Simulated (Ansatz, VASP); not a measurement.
Two plane-wave programs on ZnO

The input INCAR:

```
SYSTEM = ZnO
PREC = Accurate ; ENCUT = 520
EDIFF = 1E-6 ; ISMEAR = 0
SIGMA = 0.05 ; LREAL = .False.
LASPH = .True. ; NELM = 60
ALGO = Normal ; ISIF = 2
LWAVE = .False. ; LCHARG = .False.
GGA = CA ; NBANDS = 16
```

Contents of KPOINTS:

```
regular mesh
0
Gamma
  12 12 12
  0 0 0
```

File POSCAR:

```
ZnO
1.0
    0.0569478525      2.1694420000      2.1694420000
    2.2263898525      0.0000000000      2.2263898525
    2.1694420000      2.1694420000      0.0569478525
Zn O
1 1
Direct
    0.0000000000      0.0000000000      0.0000000000
    0.5000000000      0.5000000000      0.5000000000
```

Input for Ansatz:

```yaml
crystal:
  lattice:
    - [0.0569478525, 2.169442, 2.169442]
    - [2.2263898525, 0.0, 2.2263898525]
    - [2.169442, 2.169442, 0.0569478525]
  atoms:
    - { symbol: Zn, position: [0.0, 0.0, 0.0] }
    - { symbol: O, position: [0.5, 0.5, 0.5] }
basis:
  ecutwfc: 420
kpoints:
  mp_grid: { grid: [12, 12, 12] }
hamiltonian:
  xc: lda
scf:
  occupations: { method: gaussian, width: 0.05 }
output:
  forces: true
  stress: true
  eigenvalues: true
```

Change from the starting cell: strain +0.0525 x Voigt [0, 0, 0, 0, 1, 0], atoms carried along.

Alike in both runs: task single point; functional LDA; k mesh 12 × 12 × 12; occupations gaussian, width 0.05 eV; no spin polarisation.

|  | VASP | Ansatz |
| --- | --- | --- |
| version | VASP 6.6.1 | Ansatz 0.2.0 |
| potentials or method | VASP PAW LDA potentials, release 64 (Zn, O), cutoff 520 eV | scalar-relativistic, plane waves, PAW |
| valence electrons in the cell | 18 | 18 |

Ansatz gave:

```
gap on the k mesh at the Fermi level (eV)                     : 0.62
least direct gap on the mesh (eV)                             : 1.68
pressure (GPa)                                                : -15.0
traceless stress, the component that is largest in VASP (GPa) : -4.62
```

**Question.** Estimate VASP's values.

**Answer.** gap on the k mesh at the Fermi level (eV): 0.62; least direct gap on the mesh (eV): 1.67; pressure (GPa): -13.9; traceless stress, the component that is largest in VASP (GPa): -4.60.

LDA's correlation is that of Perdew and Zunger in VASP and of Perdew and Wang (1992) in Ansatz.
